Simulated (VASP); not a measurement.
# FeSi (P2_13) in VASP: a series of runs, part 2 of 2

VASP 6.6.1. Earlier steps stand in the parts before.

## Step 4: Single point, r2SCAN (10.35 Å³/atom)

This run uses another cell than the first one, of 10.35 Å³/atom.

The input, POSCAR:

```
FeSi
1.0
    4.3585745700      0.0000000000      0.0000000000
    0.0000000000      4.3585745700      0.0000000000
    0.0000000000      0.0000000000      4.3585745700
Fe Si
4 4
Direct
    0.1366600336      0.1366600336      0.1366600336
    0.3633399664      0.8633399664      0.6366600336
    0.6366600336      0.3633399664      0.8633399664
    0.8633399664      0.6366600336      0.3633399664
    0.8411319744      0.8411319744      0.8411319744
    0.6588680256      0.1588680256      0.3411319744
    0.3411319744      0.6588680256      0.1588680256
    0.1588680256      0.3411319744      0.6588680256
```

The input, INCAR.step1:

```
PREC = Accurate ; ENCUT = 520
ISMEAR = 0 ; SIGMA = 0.01
LREAL = False ; LASPH = True
NELM = 80 ; NBANDS = 34
GGA = PE ; ALGO = Normal
EDIFF = 1E-4 ; LWAVE = True
LCHARG = False
```

The input, INCAR.step2:

```
PREC = Accurate ; ENCUT = 520
EDIFF = 1E-6 ; ISMEAR = 0
SIGMA = 0.01 ; LREAL = False
LASPH = True ; NELM = 80
ALGO = Normal ; ISIF = 2
LWAVE = False ; LCHARG = False
METAGGA = R2SCAN ; LMIXTAU = True
NBANDS = 34 ; ISTART = 1
```

The input, KPOINTS:

```
regular mesh
0
Gamma
  6 6 6
```

Potentials or basis: VASP PAW PBE potentials, release 64 (Fe, Si).

The run is started by

```sh
$ cat potpaw_PBE.64/Fe/POTCAR potpaw_PBE.64/Si/POTCAR > POTCAR
$ cp INCAR.step1 INCAR
$ mpirun -np 1 vasp_std > vasp.out
$ cp INCAR.step2 INCAR
$ mpirun -np 1 vasp_std > vasp.out
```

OUTCAR:

```text
PREC = Accurate
   ENCUT = 520
   EDIFF = 1E-6
   ISMEAR = 0
   LREAL = False
   LASPH = True
   NELM = 80
   ISIF = 2
   METAGGA = R2SCAN
   ISTART = 1

 ion  position               nearest neighbor table
   1  0.137  0.137  0.137-   5 2.23   6 2.27   7 2.27   8 2.27   8 2.45   7 2.45   6 2.45   3 2.67
                             4 2.67   2 2.67   2 2.67   4 2.67   3 2.67
   2  0.363  0.863  0.637-   6 2.23   5 2.27   7 2.27   8 2.27   7 2.45   8 2.45   5 2.45   1 2.67
                             1 2.67   3 2.67   3 2.67   4 2.67   4 2.67
   3  0.637  0.363  0.863-   7 2.23   6 2.27   5 2.27   8 2.27   6 2.45   8 2.45   5 2.45   1 2.67
                             4 2.67   2 2.67   2 2.67   4 2.67   1 2.67
   4  0.863  0.637  0.363-   8 2.23   6 2.27   7 2.27   5 2.27   5 2.45   6 2.45   7 2.45   1 2.67
                             3 2.67   2 2.67   1 2.67   2 2.67   3 2.67
   5  0.841  0.841  0.841-   1 2.23   2 2.27   3 2.27   4 2.27   4 2.45   3 2.45   2 2.45   6 2.70
                             7 2.70   8 2.70   6 2.70   8 2.70   7 2.70
   6  0.659  0.159  0.341-   2 2.23   1 2.27   3 2.27   4 2.27   3 2.45   4 2.45   1 2.45   8 2.70
                             5 2.70   5 2.70   7 2.70   7 2.70   8 2.70
   7  0.341  0.659  0.159-   3 2.23   2 2.27   1 2.27   4 2.27   2 2.45   4 2.45   1 2.45   8 2.70
                             5 2.70   8 2.70   6 2.70   6 2.70   5 2.70
   8  0.159  0.341  0.659-   4 2.23   2 2.27   3 2.27   1 2.27   1 2.45   2 2.45   3 2.45   7 2.70
                             5 2.70   7 2.70   5 2.70   6 2.70   6 2.70

  LATTYP: Found a simple cubic cell.
 ALAT       =     4.3585745700

  Lattice vectors:

 A1 = (   4.3585745700,   0.0000000000,   0.0000000000)
 A2 = (   0.0000000000,   4.3585745700,   0.0000000000)
 A3 = (   0.0000000000,   0.0000000000,   4.3585745700)

Analysis of symmetry for initial positions (statically):
=====================================================================
 Subroutine PRICEL returns:
 Original cell was already a primitive cell.

 Routine SETGRP: Setting up the symmetry group for a
 simple cubic supercell.

 Subroutine GETGRP returns: Found 12 space group operations
 (whereof  3 operations were pure point group operations)
[... 156 lines left out ...]
   AEXX    =    0.0000 exact exchange contribution
   IVDW    =     0    specifies the selected vdW correction
   LEPSILON=     F    determine dielectric tensor
   LRPA    =     F    only Hartree local field effects (RPA)
 non-spin polarized calculation
 Gauss-broadening in eV      SIGMA  =   0.01
  energy-cutoff  :      520.00
  volume of cell :       82.80
 maximum number of plane-waves:      2272
   NGX = 17   NGY = 17   NGZ = 17

 number of electron      48.0000003 magnetization

 Free energy of the ion-electron system (eV)
  ---------------------------------------------------
  ext. energy  EPLUGINS =         0.00000000
  ---------------------------------------------------
  free energy    TOTEN  =       -94.69204956 eV

  energy without entropy =      -94.69204956  energy(sigma->0) =      -94.69204956

 E-fermi :  10.4829     XC(G=0): -14.1528

 val. band max:       10.4149325368   @ k =   0.3333   0.0000   0.0000
 cond. band min:      10.7445226809   @ k =   0.3333   0.1667   0.0000
 fundamental gap:      0.3295901441
 Fermi energy:        10.4829185902

 k-point     1 :       0.0000    0.0000    0.0000
  band No.  band energies     occupation
      1      -4.0411      2.00000
      2       1.8514      2.00000
      3       1.8514      2.00000
      4       1.8514      2.00000
      5       4.8103      2.00000
      6       4.8103      2.00000
[... 877 lines left out ...]
     33      17.2956      0.00000
     34      17.2956      0.00000

------------------------ aborting loop because EDIFF is reached ----------------------------------------

  FORCE on cell =-STRESS in cart. coord.  units (eV):
  Direction    XX          YY          ZZ          XY          YZ          ZX
  --------------------------------------------------------------------------------------
  -------------------------------------------------------------------------------------
  Total        4.5762379      4.5762379      4.5762379      0.0000000      0.0000000      0.0000000
  in kB       88.5494223     88.5494223     88.5494223      0.0000000      0.0000000      0.0000000
  external PRESSURE =      88.5494223 kB  Pullay stress =       0.0000000 kB

 VOLUME and BASIS-vectors are now :
 -----------------------------------------------------------------------------
  energy-cutoff  :      520.00
  volume of cell :       82.80
      direct lattice vectors                 reciprocal lattice vectors
     4.358574570  0.000000000  0.000000000     0.229432807  0.000000000  0.000000000
     0.000000000  4.358574570  0.000000000     0.000000000  0.229432807  0.000000000
     0.000000000  0.000000000  4.358574570     0.000000000  0.000000000  0.229432807

 POSITION                                       TOTAL-FORCE (eV/Angst)
 -----------------------------------------------------------------------------------
      0.59564      0.59564      0.59564         0.100662      0.100662      0.100662
      1.58364      3.76293      2.77493        -0.100662     -0.100662      0.100662
      2.77493      1.58364      3.76293         0.100662     -0.100662     -0.100662
      3.76293      2.77493      1.58364        -0.100662      0.100662     -0.100662
      3.66614      3.66614      3.66614         0.037982      0.037982      0.037982
      2.87173      0.69244      1.48685        -0.037982     -0.037982      0.037982
      1.48685      2.87173      0.69244         0.037982     -0.037982     -0.037982
      0.69244      1.48685      2.87173        -0.037982      0.037982     -0.037982
 -----------------------------------------------------------------------------------
    total drift:                               -0.000002     -0.000002     -0.000000

  FREE ENERGIE OF THE ION-ELECTRON SYSTEM (eV)
  ---------------------------------------------------
  free  energy   TOTEN  =       -94.6920495592 eV

  energy  without entropy=      -94.6920495592  energy(sigma->0) =      -94.69204956
```

Wall time 1.8 min (1 thread of Intel Xeon 6975P-C (Granite Rapids), shared host); peak memory 0.22 GiB.

Results:

* Free energy: -94.6920 eV
* Pressure: 8.9 GPa
* Largest force: 0.174 eV/Å
* Band gap on the k mesh: 0.33 eV (least direct gap 0.36 eV)

Forces on the atoms (eV/Å):
```
Fe   0.101  0.101  0.101
Fe  -0.101 -0.101  0.101
Fe   0.101 -0.101 -0.101
Fe  -0.101  0.101 -0.101
Si   0.038  0.038  0.038
Si  -0.038 -0.038  0.038
Si   0.038 -0.038 -0.038
Si  -0.038  0.038 -0.038
```

Caveat: the cell stands under pressure; the PAW data sets were made with another functional, which shifts forces and pressure a little.

## Step 5: Single point, r2SCAN

This run uses another cell than the first one, of 10.67 Å³/atom.

Changes to POSCAR since step 4:

```diff
@@ -2,5 +2,5 @@
 1.0
-    4.3585745700      0.0000000000      0.0000000000
-    0.0000000000      4.3585745700      0.0000000000
-    0.0000000000      0.0000000000      4.3585745700
+    4.4030528928      0.0000000000      0.0000000000
+    0.0000000000      4.4030528928      0.0000000000
+    0.0000000000      0.0000000000      4.4030528928
 Fe Si
```

The input, INCAR.step1:

```
PREC = Accurate
ENCUT = 520
ISMEAR = 0
SIGMA = 0.01
LREAL = False
LASPH = True
NELM = 100
NBANDS = 34
GGA = PE
ALGO = Normal
EDIFF = 1E-4
LWAVE = True
LCHARG = False
```

The input, INCAR.step2:

```
PREC = Accurate
ENCUT = 520
EDIFF = 1E-6
ISMEAR = 0
SIGMA = 0.01
LREAL = False
LASPH = True
NELM = 100
ALGO = Normal
ISIF = 2
LWAVE = False
LCHARG = False
METAGGA = R2SCAN
LMIXTAU = True
NBANDS = 34
ISTART = 1
```

KPOINTS is that of step 4.

The run is started by

```sh
$ cat potpaw_PBE.64/Fe/POTCAR potpaw_PBE.64/Si/POTCAR > POTCAR
$ cp INCAR.step1 INCAR
$ mpirun -np 1 vasp_std > vasp.out
$ cp INCAR.step2 INCAR
$ mpirun -np 1 vasp_std > vasp.out
```

It took 2.7 min on 1 thread of Intel Xeon 6975P-C (Granite Rapids), shared host; peak memory 0.24 GiB.

It converged, with:

```
Free energy            : -94.7644 eV
Pressure               : 0.4 GPa
Largest force          : 0.038 eV/Å
Band gap on the k mesh : 0.32 eV (least direct gap 0.35 eV)
```

Forces on the atoms (eV/Å):
```
Fe   0.022  0.022  0.022
Fe  -0.022 -0.022  0.022
Fe   0.022 -0.022 -0.022
Fe  -0.022  0.022 -0.022
Si   0.001  0.001  0.001
Si  -0.001 -0.001  0.001
Si   0.001 -0.001 -0.001
Si  -0.001  0.001 -0.001
```

Levels at points of the mesh, in eV from the valence-band top:
| k point | band 21 | band 22 | band 23 | band 24 | band 25 | band 26 | band 27 | band 28 |
| --- | --- | --- | --- | --- | --- | --- | --- | --- |
| (0.00, 0.00, 0.00) | -0.38 | -0.38 | -0.12 | -0.12 | 0.84 | 0.84 | 0.84 | 3.41 |
| (0.50, 0.00, 0.00) | -0.49 | -0.49 | -0.05 | -0.05 | 0.37 | 0.37 | 1.96 | 1.96 |
| (0.50, 0.50, 0.00) | -1.11 | -1.11 | -0.45 | -0.45 | 0.81 | 0.81 | 1.56 | 1.56 |
| (0.50, 0.50, 0.50) | -0.79 | -0.79 | -0.79 | -0.79 | 0.72 | 0.72 | 0.72 | 0.72 |

Caveat: the PAW data sets were made with another functional, which shifts forces and pressure a little. A k mesh can miss the band edges.

## Step 6: The runs side by side

```tsv
level	cell	gap on the mesh (eV)	pressure (GPa)	largest force (eV/Å)
PBE	a = 4.535 Å, 8 atoms, atomic positions A	0.16	-11.7	0.19
r2SCAN	a = 4.313 Å, 8 atoms, atomic positions B	0.34	18.8	0.33
r2SCAN	a = 4.359 Å, 8 atoms, atomic positions B	0.33	8.9	0.17
r2SCAN	a = 4.403 Å, 8 atoms, atomic positions B	0.32	0.4	0.04
```

Alike in all rows: task single point; potentials or basis VASP PAW PBE potentials, release 64 (Fe, Si); no spin polarisation; k mesh 6 × 6 × 6; cutoff (eV) 520; smearing gaussian 0.01 eV.

Caveats: the PAW data sets were made with another functional, which shifts forces and pressure a little (at least some runs); the cell stands under pressure (at least some runs); the cell stands under tension (at least some runs).

Total energies depend on the potentials used, so only differences within one code and one set of settings carry meaning.
